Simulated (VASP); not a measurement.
# Hf (Fm-3m) in VASP: notebook, part 2 of 2

VASP 6.6.1. Earlier steps stand in the parts before.

### 3 Single point, PBEsol

The input, INCAR:

```
SYSTEM = Hf
PREC = Accurate
ENCUT = 520
EDIFF = 1E-7
ISMEAR = -1
SIGMA = 0.1
LREAL = .False.
LASPH = .True.
NELM = 80
ALGO = Normal
ISIF = 2
LWAVE = .False.
LCHARG = .False.
GGA = PS
NBANDS = 11
```

The input, KPOINTS:

```
Automatic mesh
0
Gamma
  17 17 17
  0 0 0
```

The input, POSCAR:

```
Hf
1.0
    0.0000000000      1.9615644597      1.9615644597
    1.9615644597      0.0000000000      1.9615644597
    1.9615644597      1.9615644597      0.0000000000
Hf
1
Direct
    0.0000000000      0.0000000000      0.0000000000
```

Potentials or basis: VASP PAW PBE potentials, release 64 (Hf_pv).

Started as:

```bash
> cat potpaw_PBE.64/Hf_pv/POTCAR > POTCAR
> mpirun -np 1 vasp_std > vasp.out
```

OUTCAR:

```text
SYSTEM = Hf
   PREC = Accurate
   ENCUT = 520
   EDIFF = 1E-7
   ISMEAR = -1
   LREAL = .False.
   LASPH = .True.
   NELM = 80
   ISIF = 2
   GGA = PS

 ion  position               nearest neighbor table
   1  0.000  0.000  0.000-

  LATTYP: Found a face centered cubic cell.
 ALAT       =     3.9231289194

  Lattice vectors:

 A1 = (   0.0000000000,   1.9615644597,   1.9615644597)
 A2 = (   1.9615644597,   0.0000000000,   1.9615644597)
 A3 = (   1.9615644597,   1.9615644597,   0.0000000000)

Analysis of symmetry for initial positions (statically):
=====================================================================
 Subroutine PRICEL returns:
 Original cell was already a primitive cell.

 Routine SETGRP: Setting up the symmetry group for a
 face centered cubic supercell.

 Subroutine GETGRP returns: Found 48 space group operations
 (whereof 48 operations were pure point group operations)
 out of a pool of 48 trial point group operations.

The static configuration has the point symmetry O_h .

Analysis of symmetry for dynamics (positions and initial velocities):
=====================================================================
 Subroutine PRICEL returns:
 Original cell was already a primitive cell.

 Routine SETGRP: Setting up the symmetry group for a
 face centered cubic supercell.

 Subroutine GETGRP returns: Found 48 space group operations
 (whereof 48 operations were pure point group operations)
 out of a pool of 48 trial point group operations.

The dynamic configuration has the point symmetry O_h .

 Subroutine INISYM returns: Found 48 space group operations
 (whereof 48 operations are pure point group operations),
 and found     1 'primitive' translations

----------------------------------------------------------------------------------------

                                     Primitive cell

  volume of cell :      15.0952

  direct lattice vectors                    reciprocal lattice vectors
     0.000000000  1.961564460  1.961564460    -0.254898582  0.254898582  0.254898582
     1.961564460  0.000000000  1.961564460     0.254898582 -0.254898582  0.254898582
     1.961564460  1.961564460  0.000000000     0.254898582  0.254898582 -0.254898582

  length of vectors
     2.774071062  2.774071062  2.774071062     0.441497295  0.441497295  0.441497295

  position of ions in fractional coordinates (direct lattice)
     0.000000000  0.000000000  0.000000000

  ion indices of the primitive-cell ions
   primitive index   ion index
                 1           1

----------------------------------------------------------------------------------------

 KPOINTS: Automatic mesh

Automatic generation of k-mesh.
 Grid dimensions read from file:
 generate k-points for:   17   17   17

 Generating k-lattice:

  Cartesian coordinates                     Fractional coordinates (reciprocal lattice)
    -0.014994034  0.014994034  0.014994034     0.058823529  0.000000000  0.000000000
     0.014994034 -0.014994034  0.014994034     0.000000000  0.058823529  0.000000000
     0.014994034  0.014994034 -0.014994034     0.000000000  0.000000000  0.058823529

  Length of vectors
     0.025970429  0.025970429  0.025970429

  Shift w.r.t. Gamma in fractional coordinates (k-lattice)
     0.000000000  0.000000000  0.000000000

 Subroutine IBZKPT returns following result:
 ===========================================

 Found    165 irreducible k-points:

 Following reciprocal coordinates:
            Coordinates               Weight
  0.000000  0.000000  0.000000      1.000000
  0.058824  0.000000  0.000000      8.000000
  0.117647  0.000000  0.000000      8.000000
  0.176471  0.000000  0.000000      8.000000
  0.235294  0.000000  0.000000      8.000000
  0.294118  0.000000  0.000000      8.000000
[... 16 lines left out ...]
 -0.176471  0.058824  0.000000     24.000000
 -0.117647  0.058824  0.000000     24.000000
 [... further k-points ...]
   k-points           NKPTS =    165   k-points in BZ     NKDIM =    165   number of bands    NBANDS=     11
   number of dos      NEDOS =    301   number of ions     NIONS =      1
   total plane-waves  NPLWV =  13824
   dimension x,y,z NGX =    24 NGY =   24 NGZ =   24
   dimension x,y,z NGXF=    48 NGYF=   48 NGZF=   48
   ions per type =               1
   NGX,Y,Z   is equivalent  to a cutoff of  14.38, 14.38, 14.38 a.u.
   NGXF,Y,Z  is equivalent  to a cutoff of  28.77, 28.77, 28.77 a.u.
 SYSTEM =  Hf
   PREC   = accura    normal or accurate (medium, high low for compatibility)
   ISTART =      0    job   : 0-new  1-cont  2-samecut
   ICHARG =      2    charge: 1-file 2-atom 10-const
   ISPIN  =      1    spin polarized calculation?
   LNONCOLLINEAR =      F non collinear calculations
   LSORBIT =      F    spin-orbit coupling
   LASPH  =      T    aspherical Exc in radial PAW
   ENCUT  =  520.0 eV  38.22 Ry    6.18 a.u.   5.16  5.16  5.16*2*pi/ulx,y,z
   NELM   =     80;   NELMIN=  2; NELMDL= -5     # of ELM steps
   EDIFF  = 0.1E-06   stopping-criterion for ELM
   LREAL  =      F    real-space projection
   EDIFFG = 0.1E-05   stopping-criterion for IOM
   NSW    =      0    number of steps for IOM
   IBRION =     -1    ionic relax: 0-MD 1-quasi-New 2-CG
   NFREE  =      0    steps in history (QN), initial steepest desc. (CG)
   ISIF   =      2    stress and relaxation
   ISYM   =      2    0-nonsym 1-usesym 2-fastsym
   POTIM  = 0.5000    time-step for ionic-motion
   TEBEG  =    0.0;   TEEND  =   0.0 temperature during run
   PSTRESS=    0.0 pullay stress
   NELECT =      10.0000    total number of electrons
   NUPDOWN=      -1.0000    fix difference up-down
   EMIN   =  10.00;   EMAX   =-10.00  energy-range for DOS
   EFERMI =   0.00;   METHOD = LEGACY
   ISMEAR =    -1;   SIGMA  =   0.10  broadening in eV -4-tet -1-fermi 0-gaus
   EFERMI_NEDOS =   21; number of points for ismear=-14 and -15
   IALGO  =     38    algorithm
   IMIX   =      4    mixing-type and parameters
     AMIX     =   0.40;   BMIX     =  1.00
     AMIX_MAG =   1.60;   BMIX_MAG =  1.00
  volume/ion in A,a.u.               =      15.10       101.87
  Fermi-wavevector in a.u.,A,eV,Ry     =   1.427126  2.696877 27.710822  2.036688
  Thomas-Fermi vector in A             =   2.547329
   LORBIT       =      0    0 simple, 1 ext, 2 COOP (PROOUT), +10 PAW based schemes
   GGA     = PS    functional components
   LHFCALC =     F    Hartree Fock is set to
   AEXX    =    0.0000 exact exchange contribution
   IVDW    =     0    specifies the selected vdW correction
   LEPSILON=     F    determine dielectric tensor
   LRPA    =     F    only Hartree local field effects (RPA)
 non-spin polarized calculation
  energy-cutoff  :      520.00
  volume of cell :       15.10
 maximum number of plane-waves:       420
 NGX is ok and might be reduce to    24
   NGX = 11   NGY = 11   NGZ = 11

 number of electron      10.0000000 magnetization

 number of electron       9.9999999 magnetization

 Free energy of the ion-electron system (eV)
  ---------------------------------------------------
  ext. energy  EPLUGINS =         0.00000000
  ---------------------------------------------------
  free energy    TOTEN  =        -9.37655519 eV

  energy without entropy =       -9.34885380  energy(sigma->0) =       -9.36270449

 E-fermi :   7.7223     XC(G=0): -13.3306

 val. band max:        7.7185983997   @ k =  -0.2941   0.4118   0.1765
 cond. band min:       7.7233703166   @ k =  -0.2941   0.1765   0.0000
 fundamental gap:      0.0047719169
 Fermi energy:         7.7222671708

 k-point     1 :       0.0000    0.0000    0.0000
  band No.  band energies     occupation
      1     -20.8479      2.00000
      2     -20.8479      2.00000
      3     -20.8479      2.00000
      4      -0.5986      2.00000
      5       9.0357      0.00000
      6       9.0357      0.00000
      7       9.0357      0.00000
      8      13.5543      0.00000
      9      13.5543      0.00000
     10      20.4242      0.00000
     11      21.8795      0.00000
[... 309 lines left out ...]
 k-point    24 :      -0.1176    0.0588    0.0000
  band No.  band energies     occupation
      1     -21.4479      2.00000
      2     -20.9904      2.00000
      3     -20.8883      2.00000
      4       0.6058      2.00000
      5       8.0460      0.07558
      6       9.5429      0.00000
      7       9.5625      0.00000
      8      12.4780      0.00000
      9      13.4871      0.00000
     10      21.8753      0.00000
     11      22.6250      0.00000

 [... further k-points ...]

------------------------ aborting loop because EDIFF is reached ----------------------------------------

  FORCE on cell =-STRESS in cart. coord.  units (eV):
  Direction    XX          YY          ZZ          XY          YZ          ZX
  --------------------------------------------------------------------------------------
  -------------------------------------------------------------------------------------
  Total        6.5975521      6.5975521      6.5975521      0.0000000     -0.0000000      0.0000000
  in kB      700.2541046    700.2541046    700.2541046      0.0000000     -0.0000000      0.0000000
  external PRESSURE =     700.2541046 kB  Pullay stress =       0.0000000 kB

 VOLUME and BASIS-vectors are now :
 -----------------------------------------------------------------------------
  energy-cutoff  :      520.00
  volume of cell :       15.10
      direct lattice vectors                 reciprocal lattice vectors
     0.000000000  1.961564460  1.961564460    -0.254898582  0.254898582  0.254898582
     1.961564460  0.000000000  1.961564460     0.254898582 -0.254898582  0.254898582
     1.961564460  1.961564460  0.000000000     0.254898582  0.254898582 -0.254898582

 POSITION                                       TOTAL-FORCE (eV/Angst)
 -----------------------------------------------------------------------------------
      0.00000      0.00000      0.00000        -0.000000      0.000000      0.000000
 -----------------------------------------------------------------------------------
    total drift:                                0.000000      0.000000     -0.000000

  FREE ENERGIE OF THE ION-ELECTRON SYSTEM (eV)
  ---------------------------------------------------
  free  energy   TOTEN  =        -9.3765551868 eV

  energy  without entropy=       -9.3488537993  energy(sigma->0) =       -9.36270449
```

Wall time 11 s (1 thread of Intel Xeon 6975P-C, shared host); peak memory 0.16 GiB.

Results:

```yaml
Free_energy: -9.3766 eV
Pressure: 70.0 GPa
Band_gap_on_the_k_mesh: zero (band 5 reaches 9.04 eV, above the bottom of band 6 at 6.99 eV)
```

Caveat: the PAW data sets were made with another functional, which shifts forces and pressure a little; spin-orbit coupling is left out, which moves the levels of the heavy elements.
